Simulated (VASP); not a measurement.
The system is TiO2.

```
Ti O
1.0
     4.59984    0.00000    0.00000
     0.00000    4.59984    0.00000
     0.00000    0.00000    2.95921
Ti O
2 4
Direct
  0.00000 0.00000 0.50000
  0.50000 0.50000 0.00000
  0.30432 0.30432 0.50000
  0.19568 0.80432 0.00000
  0.80432 0.19568 0.00000
  0.69568 0.69568 0.50000
```

```yaml
Program: VASP 6.6.1
Task: relaxation of cell and atoms
Functional: PBEsol
Potentials_or_basis: VASP PAW PBE potentials, release 64 (Ti_sv, O)
Cutoff: 600 eV
k_mesh: 6 × 6 × 9
Occupations: fermi-dirac, width 0.05 eV
Spin: no spin polarisation
Hubbard_terms: Ti d U = 5.0 eV
```

At the start: pressure 7.2 GPa; volume 10.44 Å³/atom.

Where does the relaxation end?

Over 6 steps the energy falls by 7.4 meV/atom and the volume is 10.73 Å³/atom (+2.8 %); space group P4_2/mnm (No. 136, to 0.05 Å).

Step by step:
```tsv
step	energy change (eV)	largest force (eV/Å)	pressure (GPa)	volume (Å³)
1	0.0000	0.0984	7.17	62.61
2	0.0360	0.2981	-8.85	66.94
3	-0.0427	0.0928	-0.15	64.40
4	-0.0427	0.0894	-0.03	64.36
5	-0.0441	0.0156	0.02	64.36
6	-0.0442	0.0076	0.04	64.36
```

Final structure:
```
Ti O
1.0
     4.62638    0.00000    0.00000
     0.00000    4.62638    0.00000
     0.00000    0.00000    3.00692
Ti O
2 4
Direct
  0.00000 0.00000 0.50000
  0.50000 0.50000 0.00000
  0.30478 0.30478 0.50000
  0.19522 0.80478 0.00000
  0.80478 0.19522 0.00000
  0.69522 0.69522 0.50000
```

Caveat: the PAW data sets were made with another functional, which shifts forces and pressure a little.
